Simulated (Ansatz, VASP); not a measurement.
# Rh in VASP and in Ansatz

Contents of INCAR:

```
SYSTEM = Rh
PREC = Accurate
ENCUT = 520
EDIFF = 1E-8
ISMEAR = -1
SIGMA = 0.03
LREAL = .FALSE.
LASPH = .TRUE.
NELM = 100
ALGO = Normal
ISIF = 2
LWAVE = .FALSE.
LCHARG = .FALSE.
GGA = CA
LEFG = .TRUE.
NBANDS = 14
```

Contents of KPOINTS:

```
Automatic mesh
0
G
  16 16 16
  0 0 0
```

Contents of POSCAR:

```
Rh
1.0
    0.0000000000      1.9141434134      1.9141434134
    1.9141434134      0.0000000000      1.9141434134
    1.9141434134      1.9141434134      0.0000000000
Rh
1
Direct
    0.0000000000      0.0000000000      0.0000000000
```

Input for Ansatz:

```yaml
crystal:
  lattice:
    - [0.0, 1.9141434134, 1.9141434134]
    - [1.9141434134, 0.0, 1.9141434134]
    - [1.9141434134, 1.9141434134, 0.0]
  atoms:
    - { symbol: Rh, position: [0.0, 0.0, 0.0] }
kpoints:
  mp_grid: { grid: [16, 16, 16] }
scf:
  occupations: { method: fermi_dirac, width: 0.03 }
hamiltonian:
  xc: lda
  pseudopotentials: { kind: all_electron, datasets: crystal }
output:
  forces: true
  stress: true
  eigenvalues: true
  efg: { contact_densities: true }
```

Change from the starting cell: volume scaled by 1.02, crystal datasets.

Alike in both runs: task electric field gradients; functional LDA; k mesh 16 × 16 × 16; occupations fermi-dirac, width 0.03 eV; no spin polarisation.

|  | VASP | Ansatz |
| --- | --- | --- |
| version | VASP 6.6.1 | Ansatz 0.2.0 |
| potentials or method | VASP PAW LDA potentials, release 64 (Rh_pv), cutoff 520 eV | all-electron PAW with datasets made for the crystal, scalar-relativistic |

Ansatz gave:

```
pressure (GPa) : -16.1
```

Task: Which values does VASP return?

Result: Pressure (GPa): -15.3.

LDA's correlation is that of Perdew and Zunger in VASP and of Perdew and Wang (1992) in Ansatz. Ansatz ran all-electron here, and VASP with PAW potentials.
